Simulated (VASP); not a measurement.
The system is CoO.

```
CELL_PARAMETERS angstrom
-1.50800 1.50800 2.10725
1.50800 -1.50800 2.10725
1.50800 1.50800 -2.10725
ATOMIC_POSITIONS crystal
Co 0.00000 0.00000 0.00000
O 0.50000 0.50000 0.00000
```

Base run:

```yaml
Program: VASP 6.6.1
Functional: PBE
Potentials_or_basis: VASP PAW PBE potentials, release 64 (Co, O)
Cutoff: 520 eV
k_mesh: 10 × 10 × 10
Occupations: fermi-dirac, width 0.05 eV
Spin: collinear spin, ferromagnetic start
Starting_moments: "[4.0, 0.0] μB"
Fixed_moment: 4 μB
```

Its results: pressure 24.3 GPa; site moments Co +3.08; O +0.65 μB.

**Question.** The run is repeated on the same cell with these changes: fixed moment from 4 μB to 2.5 μB; moments at the start from [4.0, 0.0] to [2.5, 0.0]. What comes out?

**Answer.** Pressure -3.9 GPa; site moments Co +2.27; O +0.19 μB.

Caveats: the total moment is fixed, so each spin has its own Fermi level and the state may be an excited one; a cell with one magnetic atom can't hold antiferromagnetic order, which such compounds often take; the cell stands under pressure (at least some runs); the cell stands under tension (at least some runs).
